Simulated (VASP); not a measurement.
# AlCu3 (Pm-3m) in VASP: a series of runs, part 2 of 2

VASP 6.6.1.

## 3. Single point, PBEsol

This run uses another cell than the first one, of 12.23 Å³/atom.

INCAR

```
  PREC = Accurate
  ENCUT = 520
  EDIFF = 1E-6
  ISMEAR = 0
  SIGMA = 0.1
  LREAL = False
  LASPH = True
  NELM = 100
  ALGO = Normal
  ISIF = 2
  LWAVE = False
  LCHARG = True
  GGA = PS
  LELF = True
  LVHAR = True
  NBANDS = 26
```

KPOINTS

```
Automatic mesh
0
Gamma
  12 12 12
```

POSCAR

```
AlCu3
1.0
    3.6569089407      0.0000000000      0.0000000000
    0.0000000000      3.6569089407      0.0000000000
    0.0000000000      0.0000000000      3.6569089407
Al Cu
1 3
Direct
    0.0000000000      0.0000000000      0.0000000000
    0.5000000000      0.5000000000      0.0000000000
    0.5000000000      0.0000000000      0.5000000000
    0.0000000000      0.5000000000      0.5000000000
```

Potentials or basis: VASP PAW PBE potentials, release 64 (Al, Cu).

The run is started by

```
cat potpaw_PBE.64/Al/POTCAR potpaw_PBE.64/Cu/POTCAR > POTCAR
mpirun -np 1 vasp_std > vasp.out
```

OUTCAR:

```text
PREC = Accurate
   ENCUT = 520
   EDIFF = 1E-6
   ISMEAR = 0
   LREAL = False
   LASPH = True
   NELM = 100
   ISIF = 2
   GGA = PS

 ion  position               nearest neighbor table
   1  0.000  0.000  0.000-   2 2.59   3 2.59   4 2.59   3 2.59   4 2.59   2 2.59   4 2.59   4 2.59
                             2 2.59   3 2.59   3 2.59   2 2.59
   2  0.500  0.500  0.000-   1 2.59   3 2.59   4 2.59   3 2.59   4 2.59   1 2.59   3 2.59   3 2.59
                             1 2.59   4 2.59   4 2.59   1 2.59
   3  0.500  0.000  0.500-   1 2.59   2 2.59   4 2.59   1 2.59   2 2.59   2 2.59   4 2.59   2 2.59
                             1 2.59   4 2.59   1 2.59   4 2.59
   4  0.000  0.500  0.500-   1 2.59   2 2.59   3 2.59   1 2.59   2 2.59   1 2.59   3 2.59   1 2.59
                             2 2.59   3 2.59   2 2.59   3 2.59

  LATTYP: Found a simple cubic cell.
 ALAT       =     3.6569089407

  Lattice vectors:

 A1 = (   3.6569089407,   0.0000000000,   0.0000000000)
 A2 = (   0.0000000000,   3.6569089407,   0.0000000000)
 A3 = (   0.0000000000,   0.0000000000,   3.6569089407)

Analysis of symmetry for initial positions (statically):
=====================================================================
 Subroutine PRICEL returns:
 Original cell was already a primitive cell.

 Routine SETGRP: Setting up the symmetry group for a
 simple cubic supercell.

 Subroutine GETGRP returns: Found 48 space group operations
 (whereof 48 operations were pure point group operations)
 out of a pool of 48 trial point group operations.

The static configuration has the point symmetry O_h .

Analysis of symmetry for dynamics (positions and initial velocities):
=====================================================================
 Subroutine PRICEL returns:
 Original cell was already a primitive cell.

 Routine SETGRP: Setting up the symmetry group for a
 simple cubic supercell.

 Subroutine GETGRP returns: Found 48 space group operations
[... 127 lines left out ...]
     AMIX_MAG =   1.60;   BMIX_MAG =  1.00
  volume/ion in A,a.u.               =      12.23        82.50
  Fermi-wavevector in a.u.,A,eV,Ry     =   1.478183  2.793361 29.729067  2.185025
  Thomas-Fermi vector in A             =   2.592495
   LORBIT       =      0    0 simple, 1 ext, 2 COOP (PROOUT), +10 PAW based schemes
   GGA     = PS    functional components
   LHFCALC =     F    Hartree Fock is set to
   AEXX    =    0.0000 exact exchange contribution
   IVDW    =     0    specifies the selected vdW correction
   LEPSILON=     F    determine dielectric tensor
   LRPA    =     F    only Hartree local field effects (RPA)
 non-spin polarized calculation
 Gauss-broadening in eV      SIGMA  =   0.10
  energy-cutoff  :      520.00
  volume of cell :       48.90
 maximum number of plane-waves:      1357
 NGX is ok and might be reduce to    28
   NGX = 13   NGY = 13   NGZ = 13

 number of electron      36.0000050 magnetization

 Free energy of the ion-electron system (eV)
  ---------------------------------------------------
  ext. energy  EPLUGINS =         0.00000000
  ---------------------------------------------------
  free energy    TOTEN  =       -17.77433637 eV

  energy without entropy =      -17.76956611  energy(sigma->0) =      -17.77195124

 E-fermi :   8.3546     XC(G=0): -12.3921

 val. band max:        8.3411963288   @ k =   0.5000   0.2500   0.2500
 cond. band min:       8.4252901693   @ k =   0.1667   0.0833   0.0833
 fundamental gap:      0.0840938404
 Fermi energy:         8.3546408889

 k-point     1 :       0.0000    0.0000    0.0000
  band No.  band energies     occupation
      1      -2.1960      2.00000
      2       3.0608      2.00000
      3       3.6185      2.00000
      4       3.6185      2.00000
      5       3.8830      2.00000
      6       3.8830      2.00000
[... 685 lines left out ...]
     25      18.0831      0.00000
     26      19.0234      0.00000

 [... further k-points ...]

------------------------ aborting loop because EDIFF is reached ----------------------------------------

  FORCE on cell =-STRESS in cart. coord.  units (eV):
  Direction    XX          YY          ZZ          XY          YZ          ZX
  --------------------------------------------------------------------------------------
  -------------------------------------------------------------------------------------
  Total       -0.7349416     -0.7349416     -0.7349416     -0.0000000      0.0000000      0.0000000
  in kB      -24.0780304    -24.0780304    -24.0780304     -0.0000000      0.0000000      0.0000000
  external PRESSURE =     -24.0780304 kB  Pullay stress =       0.0000000 kB

 VOLUME and BASIS-vectors are now :
 -----------------------------------------------------------------------------
  energy-cutoff  :      520.00
  volume of cell :       48.90
      direct lattice vectors                 reciprocal lattice vectors
     3.656908941  0.000000000  0.000000000     0.273454991  0.000000000  0.000000000
     0.000000000  3.656908941  0.000000000     0.000000000  0.273454991  0.000000000
     0.000000000  0.000000000  3.656908941     0.000000000  0.000000000  0.273454991

 POSITION                                       TOTAL-FORCE (eV/Angst)
 -----------------------------------------------------------------------------------
      0.00000      0.00000      0.00000         0.000000      0.000000      0.000000
      1.82845      1.82845      0.00000         0.000000      0.000000      0.000000
      1.82845      0.00000      1.82845         0.000000      0.000000      0.000000
      0.00000      1.82845      1.82845         0.000000      0.000000      0.000000
 -----------------------------------------------------------------------------------
    total drift:                                0.000000      0.000000      0.000000

  FREE ENERGIE OF THE ION-ELECTRON SYSTEM (eV)
  ---------------------------------------------------
  free  energy   TOTEN  =       -17.7743363676 eV

  energy  without entropy=      -17.7695661103  energy(sigma->0) =      -17.77195124
```

stdout:

```text
POSCAR found type information on POSCAR AlCu
 POSCAR found :  2 types and       4 ions
 scaLAPACK will be used
 -----------------------------------------------------------------------------
|                                                                             |
|                                                                             |
|     You enforced a specific xc type in the INCAR file but a different       |
|     I HOPE YOU KNOW WHAT YOU ARE DOING!                                     |
|                                                                             |
 -----------------------------------------------------------------------------

 LDA part: xc-table for (Slater+PW92), standard interpolation
 POSCAR, INCAR and KPOINTS ok, starting setup
 FFT: planning ... GRIDC
 FFT: planning ... GRID_SOFT
 FFT: planning ... GRID
 WAVECAR not read
 entering main loop
```

It took 48 s on 1 thread of Intel Xeon Platinum 8488C (Sapphire Rapids), shared host; peak memory 0.22 GiB.

Results:

* Free energy: -17.7743 eV
* Pressure: -2.4 GPa
* Band gap on the k mesh: zero (bands 18 and 19 overlap by 5.46 eV)

Levels at points of the mesh, in eV from the Fermi level:
| k point | band 15 | band 16 | band 17 | band 18 | band 19 | band 20 | band 21 | band 22 |
| --- | --- | --- | --- | --- | --- | --- | --- | --- |
| (0.00, 0.00, 0.00) | -2.03 | -2.03 | -0.26 | -0.26 | -0.26 | 4.34 | 4.34 | 4.99 |
| (0.50, 0.00, 0.00) | -2.83 | -2.44 | -2.03 | 3.75 | 3.75 | 3.90 | 3.90 | 4.76 |
| (0.50, 0.50, 0.00) | -2.82 | -2.71 | -2.31 | -1.19 | -1.19 | 6.28 | 6.40 | 6.40 |
| (0.50, 0.50, 0.50) | -2.89 | -2.19 | -2.19 | -2.19 | -1.38 | 1.26 | 1.73 | 1.73 |

Caveat: the PAW data sets were made with another functional, which shifts forces and pressure a little.

## 4. Relaxation of cell and atoms, PBEsol, target pressure 8 GPa, at which the enthalpy is minimised

This run uses another cell than the first one, of 11.41 Å³/atom.

INCAR

```
PREC = Accurate ; ENCUT = 600
EDIFF = 1E-7 ; ISMEAR = 0
SIGMA = 0.1 ; LREAL = False
LASPH = True ; NELM = 80
ALGO = Fast ; ISIF = 3
LWAVE = False ; LCHARG = False
GGA = PS ; IBRION = 2
NSW = 70 ; EDIFFG = -0.008
PSTRESS = 80.0
```

KPOINTS is that of step 3.

POSCAR

```
AlCu3
1.0
    3.5738489745      0.0000000000      0.0000000000
    0.0000000000      3.5738489745      0.0000000000
    0.0000000000      0.0000000000      3.5738489745
Al Cu
1 3
Direct
    0.0000000000      0.0000000000      0.0000000000
    0.5000000000      0.5000000000      0.0000000000
    0.5000000000      0.0000000000      0.5000000000
    0.0000000000      0.5000000000      0.5000000000
```

The run is started by

```
cat potpaw_PBE.64/Al/POTCAR potpaw_PBE.64/Cu/POTCAR > POTCAR
mpirun -np 1 vasp_std > vasp.out
```

Wall time 3 min (1 thread of Intel Xeon Platinum 8488C (Sapphire Rapids), shared host); peak memory 0.24 GiB.

It converged, with:

```
Free energy                                                : -17.7262 eV
Relaxed volume                                             : 11.46 Å³/atom
Relaxed cell                                               : a = 3.579 Å, b = 3.579 Å, c = 3.579 Å, α = 90.00°, β = 90.00°, γ = 90.00°
Space group after relaxing (to 0.1 Å)                      : Pm-3m (No. 221)
Energy change on relaxing (the run minimises the enthalpy) : -2.6 meV/atom
Ionic steps                                                : 3
Pressure after relaxing                                    : 8.0 GPa
Band gap on the k mesh                                     : zero (bands 18 and 19 overlap by 5.76 eV)
```

The path:
```csv
step,energy change (eV),largest force (eV/Å),pressure (GPa),volume (Å³)
1,0.0000,0.0000,9.04,45.65
2,-0.0241,0.0000,6.93,46.14
3,-0.0104,0.0000,8.02,45.84
```

Final structure:
```xyz
4
Lattice="3.5790 0.0000 0.0000 0.0000 3.5790 0.0000 0.0000 0.0000 3.5790" Properties=species:S:1:pos:R:3 pbc="T T T"
Al    0.0000    0.0000    0.0000
Cu    1.7895    1.7895    0.0000
Cu    1.7895    0.0000    1.7895
Cu    0.0000    1.7895    1.7895
```

Levels at points of the mesh, in eV from the Fermi level:
```tsv
k point	band 16	band 17	band 18	band 19	band 20	band 21
(0.00, 0.00, 0.00)	-2.11	-0.34	-0.34	-0.34	4.58	4.58
(0.50, 0.00, 0.00)	-2.56	-2.11	3.97	3.97	3.98	3.98
(0.50, 0.50, 0.00)	-2.86	-2.43	-1.20	-1.20	6.60	6.60
(0.50, 0.50, 0.50)	-2.29	-2.29	-2.29	-1.60	1.58	1.91
```

Caveat: the cell is relaxed towards a set pressure, so the run minimises the enthalpy, not the energy; the PAW data sets were made with another functional, which shifts forces and pressure a little.

## 5. Relaxation of cell and atoms, PBEsol, target pressure 3 GPa, at which the enthalpy is minimised

This run uses another cell than the first one, of 11.64 Å³/atom.

INCAR

```
SYSTEM = AlCu3
PREC = Accurate
ENCUT = 600
EDIFF = 1E-7
ISMEAR = 0
SIGMA = 0.1
LREAL = .FALSE.
LASPH = .TRUE.
NELM = 100
ALGO = Fast
ISIF = 3
LWAVE = .FALSE.
LCHARG = .FALSE.
GGA = PS
IBRION = 2
NSW = 70
EDIFFG = -0.008
PSTRESS = 30.0
```

KPOINTS

```
regular mesh
0
G
  12 12 12
  0 0 0
```

POSCAR

```
AlCu3
1.0
    3.5978142122      0.0000000000      0.0000000000
    0.0000000000      3.5978142122      0.0000000000
    0.0000000000      0.0000000000      3.5978142122
Al Cu
1 3
Direct
    0.0000000000      0.0000000000      0.0000000000
    0.5000000000      0.5000000000      0.0000000000
    0.5000000000      0.0000000000      0.5000000000
    0.0000000000      0.5000000000      0.5000000000
```

The run is started by

```
cat potpaw_PBE.64/Al/POTCAR potpaw_PBE.64/Cu/POTCAR > POTCAR
mpirun -np 1 vasp_std > vasp.out
```

Run time: 3.4 min. Hardware: 1 thread of Intel Xeon Platinum 8488C (Sapphire Rapids), shared host; peak memory 0.24 GiB.

Results (log left out):

| Property | Result |
| --- | --- |
| Free energy | -17.7718 eV |
| Relaxed volume | 11.79 Å³/atom |
| Relaxed cell | a = 3.613 Å, b = 3.613 Å, c = 3.613 Å, α = 90.00°, β = 90.00°, γ = 90.00° |
| Space group after relaxing (to 0.1 Å) | Pm-3m (No. 221) |
| Energy change on relaxing (the run minimises the enthalpy) | -3.9 meV/atom |
| Ionic steps | 3 |
| Pressure after relaxing | 3.0 GPa |
| Band gap on the k mesh | zero (bands 18 and 19 overlap by 5.61 eV) |

Step by step:
| step | energy change (eV) | largest force (eV/Å) | pressure (GPa) | volume (Å³) |
| --- | --- | --- | --- | --- |
| 1 | 0.0000 | 0.0000 | 5.20 | 46.57 |
| 2 | -0.0222 | 0.0000 | 1.62 | 47.66 |
| 3 | -0.0155 | 0.0000 | 2.97 | 47.18 |

Final structure:
```cif
data_structure
_symmetry_space_group_name_H-M 'P 1'
_symmetry_Int_Tables_number 1
_cell_length_a 3.6133
_cell_length_b 3.6133
_cell_length_c 3.6133
_cell_angle_alpha 90.000
_cell_angle_beta 90.000
_cell_angle_gamma 90.000
_cell_volume 47.18
loop_
_atom_site_label
_atom_site_type_symbol
_atom_site_fract_x
_atom_site_fract_y
_atom_site_fract_z
_atom_site_occupancy
Al1 Al 0.00000 0.00000 0.00000 1
Cu1 Cu 0.50000 0.50000 0.00000 1
Cu2 Cu 0.50000 0.00000 0.50000 1
Cu3 Cu 0.00000 0.50000 0.50000 1
```

Levels at points of the mesh, in eV from the Fermi level:
| k point | band 14 | band 15 | band 16 | band 17 | band 18 | band 19 | band 20 | band 21 | band 22 |
| --- | --- | --- | --- | --- | --- | --- | --- | --- | --- |
| (0.00, 0.00, 0.00) | -2.07 | -2.07 | -2.07 | -0.30 | -0.30 | -0.30 | 4.48 | 4.48 | 5.26 |
| (0.50, 0.00, 0.00) | -3.00 | -2.92 | -2.51 | -2.07 | 3.87 | 3.87 | 3.94 | 3.94 | 4.82 |
| (0.50, 0.50, 0.00) | -2.92 | -2.91 | -2.79 | -2.38 | -1.20 | -1.20 | 6.49 | 6.51 | 6.51 |
| (0.50, 0.50, 0.50) | -2.99 | -2.99 | -2.25 | -2.25 | -2.25 | -1.50 | 1.44 | 1.83 | 1.83 |

Caveat: the cell is relaxed towards a set pressure, so the run minimises the enthalpy, not the energy; the PAW data sets were made with another functional, which shifts forces and pressure a little.

## 6. Single point, PBEsol

INCAR

```
SYSTEM = AlCu3
ALGO     = Normal         ! electronic algorithm
EDIFF    = 1E-6           ! SCF threshold, eV
ENCUT    = 600            ! plane-wave cutoff, eV
GGA      = PS             ! functional
GGA_COMPAT= .False.      
ISIF     = 2              ! what is computed and relaxed
ISMEAR   = 0              ! smearing method
LASPH    = .True.         ! aspherical terms in the spheres
LCHARG   = .False.        ! write CHGCAR
LREAL    = .False.        ! projectors in reciprocal space
LWAVE    = .False.        ! write WAVECAR
NBANDS   = 26             ! bands
NELM     = 120            ! most SCF steps
PREC     = Accurate       ! precision mode
SIGMA    = 0.15           ! smearing width, eV
```

KPOINTS

```
k-points
0
Gamma
  10 10 10
  0 0 0
```

POSCAR

```
AlCu3
1.0
    3.6318704092      0.0000000000      0.0000000000
    0.0000000000      3.6318704092      0.0000000000
    0.0000000000      0.0000000000      3.6318704092
Al Cu
1 3
Direct
    0.0000000000      0.0000000000      0.0000000000
    0.5000000000      0.5000000000      0.0000000000
    0.5000000000      0.0000000000      0.5000000000
    0.0000000000      0.5000000000      0.5000000000
```

Potentials or basis: VASP PAW PBE potentials, release 64 (Al, Cu).

The run is started by

```
cat potpaw_PBE.64/Al/POTCAR potpaw_PBE.64/Cu/POTCAR > POTCAR
mpirun -np 1 vasp_std > vasp.out
```

It took 1.8 min on 1 thread of AMD EPYC 7R13, shared host; peak memory 0.19 GiB.

It converged, with:

```yaml
Free_energy: -17.7796 eV
Pressure: 0.7 GPa
Band_gap_on_the_k_mesh: zero (bands 18 and 19 overlap by 5.55 eV)
```

Levels at points of the mesh, in eV from the Fermi level:
| k point | band 16 | band 17 | band 18 | band 19 | band 20 | band 21 |
| --- | --- | --- | --- | --- | --- | --- |
| (0.00, 0.00, 0.00) | -2.07 | -0.30 | -0.30 | -0.30 | 4.40 | 4.40 |
| (0.50, 0.00, 0.00) | -2.50 | -2.07 | 3.80 | 3.80 | 3.90 | 3.90 |
| (0.50, 0.50, 0.00) | -2.77 | -2.37 | -1.22 | -1.22 | 6.38 | 6.44 |
| (0.50, 0.50, 0.50) | -2.24 | -2.24 | -2.24 | -1.47 | 1.34 | 1.77 |

Caveat: the PAW data sets were made with another functional, which shifts forces and pressure a little.

## 7. Overview

| task | cell | k mesh | cutoff (eV) | smearing | gap on the mesh (eV) | pressure (GPa) |
| --- | --- | --- | --- | --- | --- | --- |
| single point | a = 3.632 Å, 4 atoms | 12 × 12 × 12 | 520 | fermi-dirac 0.15 eV | none | 0.5 |
| single point | a = 3.657 Å, 4 atoms | 12 × 12 × 12 | 520 | gaussian 0.1 eV | none | -2.4 |
| relaxation of cell and atoms | relaxed to 8 GPa from a = 3.574 Å, 4 atoms | 12 × 12 × 12 | 600 | gaussian 0.1 eV | none | 8.0 |
| relaxation of cell and atoms | relaxed to 3 GPa from a = 3.598 Å, 4 atoms | 12 × 12 × 12 | 600 | gaussian 0.1 eV | none | 3.0 |
| single point | a = 3.632 Å, 4 atoms | 10 × 10 × 10 | 600 | gaussian 0.15 eV | none | 0.7 |

Alike in all rows: level PBEsol; potentials or basis VASP PAW PBE potentials, release 64 (Al, Cu); no spin polarisation.

Caveats: the PAW data sets were made with another functional, which shifts forces and pressure a little; the cell is relaxed towards a set pressure, so the run minimises the enthalpy, not the energy (at least some runs).

Absolute energies hang on the potentials; compare differences alone.
